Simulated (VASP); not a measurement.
# Re (P6_3/mmc) in VASP: further runs

The runs below take Re through single point, with LDA.

Program: VASP 6.6.1. These are calculated values, not measurements. Logs are shortened: lines on timing, memory, paths and dates and some standing lists are left out, and cuts for length are marked.

**1. The cell of the first run**

It takes space group P6_3/mmc (No. 194, hexagonal). Conventional cell: a = 2.603 Å, b = 2.603 Å, c = 4.204 Å, α = 90.00°, β = 90.00°, γ = 120.00°. Within 3.4 Å of Re (site symmetry -6m2) lie 12 Re at 2.58 to 2.60 Å.

**2. Single point, LDA (zz strain of +1 %)**

File INCAR:

```
PREC     = Accurate       # precision mode
ENCUT    = 520            # plane-wave cutoff, eV
EDIFF    = 1E-6           # SCF threshold, eV
ISMEAR   = -1             # smearing method
SIGMA    = 0.05           # smearing width, eV
LREAL    = False          # projectors in reciprocal space
LASPH    = True           # aspherical terms in the spheres
NELM     = 80             # most SCF steps
ALGO     = Normal         # electronic algorithm
ISIF     = 2              # what is computed and relaxed
LWAVE    = False          # write WAVECAR
LCHARG   = True           # write CHGCAR
GGA      = CA             # functional
LELF     = True           # ELF
LVHAR    = True         
NBANDS   = 14             # bands
```

File KPOINTS:

```
Automatic mesh
0
Gamma
  14 14 8
```

File POSCAR:

```
Re
1.0
    2.6029010724      0.0000000000      0.0000000000
   -1.3014505362      2.2541784522      0.0000000000
    0.0000000000      0.0000000000      4.2036200000
Re
2
Direct
    0.3333333333      0.6666666667      0.2500000000
    0.6666666667      0.3333333333      0.7500000000
```

Potentials or basis: VASP PAW LDA potentials, release 64 (Re).

Command:

```
$ cat potpaw_LDA.64/Re/POTCAR > POTCAR
$ mpirun -np 1 vasp_std > vasp.out
```

OUTCAR:

```text
PREC = Accurate
   ENCUT = 520
   EDIFF = 1E-6
   ISMEAR = -1
   LREAL = False
   LASPH = True
   NELM = 80
   ISIF = 2
   GGA = CA

 ion  position               nearest neighbor table
   1  0.333  0.667  0.250-   2 2.58   2 2.58   2 2.58   2 2.58   2 2.58   2 2.58
   2  0.667  0.333  0.750-   1 2.58   1 2.58   1 2.58   1 2.58   1 2.58   1 2.58

  LATTYP: Found a hexagonal cell.
 ALAT       =     2.6029010724
 C/A-ratio  =     1.6149749388

  Lattice vectors:

 A1 = (   2.6029010724,   0.0000000000,   0.0000000000)
 A2 = (  -1.3014505362,   2.2541784522,   0.0000000000)
 A3 = (   0.0000000000,   0.0000000000,   4.2036200000)

Analysis of symmetry for initial positions (statically):
=====================================================================
 Subroutine PRICEL returns:
 Original cell was already a primitive cell.

 Routine SETGRP: Setting up the symmetry group for a
 hexagonal supercell.

 Subroutine GETGRP returns: Found 24 space group operations
 (whereof 12 operations were pure point group operations)
 out of a pool of 24 trial point group operations.

The static configuration has the point symmetry D_3d.
 The point group associated with its full space group is D_6h.

Analysis of symmetry for dynamics (positions and initial velocities):
=====================================================================
 Subroutine PRICEL returns:
 Original cell was already a primitive cell.

 Routine SETGRP: Setting up the symmetry group for a
 hexagonal supercell.

 Subroutine GETGRP returns: Found 24 space group operations
 (whereof 12 operations were pure point group operations)
 out of a pool of 24 trial point group operations.

The dynamic configuration has the point symmetry D_3d.
 The point group associated with its full space group is D_6h.

 Subroutine INISYM returns: Found 24 space group operations
 (whereof 12 operations are pure point group operations),
 and found     1 'primitive' translations

----------------------------------------------------------------------------------------

                                     Primitive cell

  volume of cell :      24.6643

  direct lattice vectors                    reciprocal lattice vectors
     2.602901072  0.000000000  0.000000000     0.384186710  0.221810301  0.000000000
    -1.301450536  2.254178452  0.000000000     0.000000000  0.443620601  0.000000000
[... 88 lines left out ...]
   NSW    =      0    number of steps for IOM
   IBRION =     -1    ionic relax: 0-MD 1-quasi-New 2-CG
   NFREE  =      0    steps in history (QN), initial steepest desc. (CG)
   ISIF   =      2    stress and relaxation
   ISYM   =      2    0-nonsym 1-usesym 2-fastsym
   POTIM  = 0.5000    time-step for ionic-motion
   TEBEG  =    0.0;   TEEND  =   0.0 temperature during run
   PSTRESS=    0.0 pullay stress
   NELECT =      14.0000    total number of electrons
   NUPDOWN=      -1.0000    fix difference up-down
   EMIN   =  10.00;   EMAX   =-10.00  energy-range for DOS
   EFERMI =   0.00;   METHOD = LEGACY
   ISMEAR =    -1;   SIGMA  =   0.05  broadening in eV -4-tet -1-fermi 0-gaus
   EFERMI_NEDOS =   21; number of points for ismear=-14 and -15
   IALGO  =     38    algorithm
   IMIX   =      4    mixing-type and parameters
     AMIX     =   0.40;   BMIX     =  1.00
     AMIX_MAG =   1.60;   BMIX_MAG =  1.00
  volume/ion in A,a.u.               =      12.33        83.22
  Fermi-wavevector in a.u.,A,eV,Ry     =   1.355484  2.561493 24.998483  1.837337
  Thomas-Fermi vector in A             =   2.482568
   LORBIT       =      0    0 simple, 1 ext, 2 COOP (PROOUT), +10 PAW based schemes
   GGA     = CA    functional components
   LHFCALC =     F    Hartree Fock is set to
   AEXX    =    0.0000 exact exchange contribution
   IVDW    =     0    specifies the selected vdW correction
   LEPSILON=     F    determine dielectric tensor
   LRPA    =     F    only Hartree local field effects (RPA)
 non-spin polarized calculation
  energy-cutoff  :      520.00
  volume of cell :       24.66
 maximum number of plane-waves:       683
 NGX is ok and might be reduce to    20
   NGX =  9   NGY =  9   NGZ = 15

 number of electron      14.0000001 magnetization

 Free energy of the ion-electron system (eV)
  ---------------------------------------------------
  ext. energy  EPLUGINS =         0.00000000
  ---------------------------------------------------
  free energy    TOTEN  =       -26.53669250 eV

  energy without entropy =      -26.52640583  energy(sigma->0) =      -26.53154917

 E-fermi :  10.2454     XC(G=0): -14.8117

 val. band max:       10.2409537764   @ k =   0.1429  -0.0000   0.0000
 cond. band min:      10.2516450707   @ k =   0.1429   0.0714   0.0000
 fundamental gap:      0.0106912943
 Fermi energy:        10.2454133387

 k-point     1 :       0.0000    0.0000    0.0000
  band No.  band energies     occupation
      1      -0.7333      2.00000
      2       2.2221      2.00000
      3       8.0850      2.00000
      4       8.0850      2.00000
      5       8.1117      2.00000
      6       9.1951      2.00000
      7       9.1951      2.00000
      8      10.3876      0.10998
      9      10.3876      0.10998
     10      11.5765      0.00000
     11      14.4625      0.00000
     12      14.4625      0.00000
     13      22.7539      0.00000
     14      24.6062      0.00000
[... 377 lines left out ...]
      1       3.4588      2.00000
      2       5.3371      2.00000
      3       5.3670      2.00000
      4       6.4490      2.00000
      5       7.4240      2.00000
      6       7.8304      2.00000
      7      10.1662      1.65955
      8      13.7972      0.00000
      9      14.4618      0.00000
     10      14.7378      0.00000
     11      18.4373      0.00000
     12      18.5832      0.00000
     13      20.5612      0.00000
     14      27.4194      0.00000

 [... further k-points ...]
[... 5 lines left out ...]
  --------------------------------------------------------------------------------------
  -------------------------------------------------------------------------------------
  Total       13.7518600     13.7518600     13.5920975      0.0000000      0.0000000      0.0000000
  in kB      893.3108708    893.3108708    882.9328130      0.0000000      0.0000000      0.0000000
  external PRESSURE =     889.8515182 kB  Pullay stress =       0.0000000 kB

 VOLUME and BASIS-vectors are now :
 -----------------------------------------------------------------------------
  energy-cutoff  :      520.00
  volume of cell :       24.66
      direct lattice vectors                 reciprocal lattice vectors
     2.602901072  0.000000000  0.000000000     0.384186710  0.221810301  0.000000000
    -1.301450536  2.254178452  0.000000000     0.000000000  0.443620601  0.000000000
     0.000000000  0.000000000  4.203620000     0.000000000  0.000000000  0.237890199

 POSITION                                       TOTAL-FORCE (eV/Angst)
 -----------------------------------------------------------------------------------
     -0.00000      1.50279      1.05090        -0.000000     -0.000000      0.000000
      1.30145      0.75139      3.15271         0.000000      0.000000      0.000000
 -----------------------------------------------------------------------------------
    total drift:                                0.000000     -0.000000     -0.000000

  FREE ENERGIE OF THE ION-ELECTRON SYSTEM (eV)
  ---------------------------------------------------
  free  energy   TOTEN  =       -26.5366924989 eV

  energy  without entropy=      -26.5264058332  energy(sigma->0) =      -26.53154917
```

OSZICAR:

```text
N       E                     dE             d eps       ncg     rms          rms(c)
DAV:   1     0.786834016858E+02    0.78683E+02   -0.63381E+03  4262   0.106E+03
DAV:   2    -0.225830431357E+02   -0.10127E+03   -0.84495E+02  5122   0.337E+02
DAV:   3    -0.277152840508E+02   -0.51322E+01   -0.46924E+01  5624   0.102E+02
DAV:   4    -0.277689998331E+02   -0.53716E-01   -0.53580E-01  4898   0.649E+00
DAV:   5    -0.277692840228E+02   -0.28419E-03   -0.28414E-03  5602   0.834E-01    0.585E+01
DAV:   6    -0.269085299217E+02    0.86075E+00   -0.37364E-01  5722   0.953E+00    0.298E+01
DAV:   7    -0.265423318764E+02    0.36620E+00   -0.39783E-01  5700   0.930E+00    0.805E-01
DAV:   8    -0.265376286655E+02    0.47032E-02   -0.38983E-03  5332   0.528E-01    0.261E-01
DAV:   9    -0.265366931769E+02    0.93549E-03   -0.98284E-04  5344   0.337E-01    0.299E-02
DAV:  10    -0.265366967879E+02   -0.36109E-05   -0.36946E-05  5430   0.504E-02    0.169E-02
DAV:  11    -0.265366925279E+02    0.42599E-05   -0.91704E-07  3566   0.209E-02    0.416E-03
DAV:  12    -0.265366924989E+02    0.29054E-07   -0.33608E-07  2634   0.775E-03
   1 F= -.26536692E+02 E0= -.26531549E+02  d E =-.102867E-01
```

stdout:

```text
POSCAR found type information on POSCAR Re
 POSCAR found :  1 types and       2 ions
 scaLAPACK will be used
 LDA part: xc-table for (Slater(with rela. corr.)+CA(PZ))
 , standard interpolation
 POSCAR, INCAR and KPOINTS ok, starting setup
 FFT: planning ... GRIDC
 FFT: planning ... GRID_SOFT
 FFT: planning ... GRID
 WAVECAR not read
 entering main loop
```

Wall time 58 s (1 thread of AMD EPYC 7R43 (Zen 3), shared host); peak memory 0.12 GiB.

Results:

- Free energy: -26.5367 eV
- Pressure: 89.0 GPa
- Band gap on the k mesh: zero (band 7 reaches 12.16 eV, above the bottom of band 8 at 7.93 eV)

Caveat: the cell differs from its parent crystal (zz strain of +1 %); spin-orbit coupling is left out, which moves the levels of the heavy elements.

**3. Single point, LDA (equal xx and yy strain of +2 %)**

File INCAR:

```
SYSTEM = Re
PREC = Accurate
ENCUT = 520
EDIFF = 1E-6
ISMEAR = -1
SIGMA = 0.05
LREAL = .False.
LASPH = .True.
NELM = 60
ALGO = Normal
ISIF = 2
LWAVE = .False.
LCHARG = .True.
GGA = CA
LELF = .True.
LVHAR = .True.
NBANDS = 14
```

File KPOINTS:

```
regular mesh
0
Gamma
  14 14 8
  0 0 0
```

File POSCAR:

```
Re
1.0
    2.6549590938      0.0000000000      0.0000000000
   -1.3274795469      2.2992620212      0.0000000000
    0.0000000000      0.0000000000      4.1620000000
Re
2
Direct
    0.3333333333      0.6666666667      0.2500000000
    0.6666666667      0.3333333333      0.7500000000
```

Potentials or basis: VASP PAW LDA potentials, release 64 (Re).

Command:

```
$ cat potpaw_LDA.64/Re/POTCAR > POTCAR
$ mpirun -np 1 vasp_std > vasp.out
```

OUTCAR:

```text
SYSTEM = Re
   PREC = Accurate
   ENCUT = 520
   EDIFF = 1E-6
   ISMEAR = -1
   LREAL = .False.
   LASPH = .True.
   NELM = 60
   ISIF = 2
   GGA = CA

 ion  position               nearest neighbor table
   1  0.333  0.667  0.250-   2 2.58   2 2.58   2 2.58   2 2.58   2 2.58   2 2.58
   2  0.667  0.333  0.750-   1 2.58   1 2.58   1 2.58   1 2.58   1 2.58   1 2.58

  LATTYP: Found a hexagonal cell.
 ALAT       =     2.6549590938
 C/A-ratio  =     1.5676324391

  Lattice vectors:
[... 587 lines left out ...]
      7       9.8930      0.21153
      8      13.4834      0.00000
      9      14.0783      0.00000
     10      14.6027      0.00000
     11      17.4064      0.00000
     12      17.5408      0.00000
     13      19.6170      0.00000
     14      26.1711      0.00000

 [... further k-points ...]
[... 5 lines left out ...]
  --------------------------------------------------------------------------------------
  -------------------------------------------------------------------------------------
  Total        9.6604771      9.6604771     12.8889667     -0.0000000      0.0000000     -0.0000000
  in kB      609.2012450    609.2012450    812.7936603     -0.0000000      0.0000000     -0.0000000
  external PRESSURE =     677.0653834 kB  Pullay stress =       0.0000000 kB

 VOLUME and BASIS-vectors are now :
 -----------------------------------------------------------------------------
  energy-cutoff  :      520.00
  volume of cell :       25.41
      direct lattice vectors                 reciprocal lattice vectors
     2.654959094  0.000000000  0.000000000     0.376653637  0.217461079  0.000000000
    -1.327479547  2.299262021  0.000000000     0.000000000  0.434922158  0.000000000
     0.000000000  0.000000000  4.162000000     0.000000000  0.000000000  0.240269101

 POSITION                                       TOTAL-FORCE (eV/Angst)
 -----------------------------------------------------------------------------------
     -0.00000      1.53284      1.04050        -0.000000      0.000000      0.000000
      1.32748      0.76642      3.12150         0.000000     -0.000000      0.000000
 -----------------------------------------------------------------------------------
    total drift:                                0.000000     -0.000000     -0.000000

  FREE ENERGIE OF THE ION-ELECTRON SYSTEM (eV)
  ---------------------------------------------------
  free  energy   TOTEN  =       -26.8677369294 eV

  energy  without entropy=      -26.8545865183  energy(sigma->0) =      -26.86116172
```

OSZICAR:

```text
N       E                     dE             d eps       ncg     rms          rms(c)
DAV:   1     0.912013309585E+02    0.91201E+02   -0.61783E+03  4106   0.106E+03
DAV:   2    -0.218278500004E+02   -0.11303E+03   -0.94168E+02  5034   0.357E+02
DAV:   3    -0.280412164942E+02   -0.62134E+01   -0.56192E+01  5752   0.115E+02
DAV:   4    -0.281110247795E+02   -0.69808E-01   -0.69712E-01  4742   0.722E+00
DAV:   5    -0.281114059102E+02   -0.38113E-03   -0.38108E-03  5734   0.996E-01    0.556E+01
DAV:   6    -0.272309135796E+02    0.88049E+00   -0.43575E-01  5722   0.104E+01    0.276E+01
DAV:   7    -0.268743179789E+02    0.35660E+00   -0.42727E-01  5706   0.981E+00    0.755E-01
DAV:   8    -0.268687954983E+02    0.55225E-02   -0.39760E-03  5276   0.532E-01    0.239E-01
DAV:   9    -0.268677303759E+02    0.10651E-02   -0.84321E-04  5178   0.305E-01    0.315E-02
DAV:  10    -0.268677403630E+02   -0.99871E-05   -0.45494E-05  5598   0.571E-02    0.226E-02
DAV:  11    -0.268677369864E+02    0.33766E-05   -0.73722E-07  3208   0.197E-02    0.320E-03
DAV:  12    -0.268677369294E+02    0.56971E-07   -0.31732E-07  2538   0.722E-03
   1 F= -.26867737E+02 E0= -.26861162E+02  d E =-.131504E-01
```

It took 63 s on 1 thread of Intel Xeon 8259CL, shared host; peak memory 0.16 GiB.

What came out:

| Quantity | Value |
| --- | --- |
| Free energy | -26.8677 eV |
| Pressure | 67.7 GPa |
| Band gap on the k mesh | zero (band 7 reaches 11.59 eV, above the bottom of band 8 at 7.45 eV) |

Levels at points of the mesh, in eV from the Fermi level:
| k point | band 3 | band 4 | band 5 | band 6 | band 7 | band 8 | band 9 | band 10 | band 11 | band 12 |
| --- | --- | --- | --- | --- | --- | --- | --- | --- | --- | --- |
| (0.00, 0.00, 0.00) | -2.10 | -2.10 | -1.56 | -0.93 | -0.93 | -0.15 | -0.15 | 1.63 | 4.07 | 4.07 |
| (0.50, 0.00, 0.00) | -6.30 | -2.74 | -1.71 | -1.24 | -0.38 | 4.63 | 5.43 | 5.72 | 7.49 | 8.59 |
| (0.00, 0.00, 0.50) | -2.54 | -2.54 | -2.34 | -2.34 | -2.34 | -2.34 | 3.19 | 3.19 | 3.19 | 3.19 |
| (0.50, 0.00, 0.50) | -4.89 | -4.89 | 0.28 | 0.28 | 1.44 | 1.44 | 5.10 | 5.10 | 5.94 | 5.94 |

Caveat: the cell differs from its parent crystal (equal xx and yy strain of +2 %); spin-orbit coupling is left out, which moves the levels of the heavy elements.
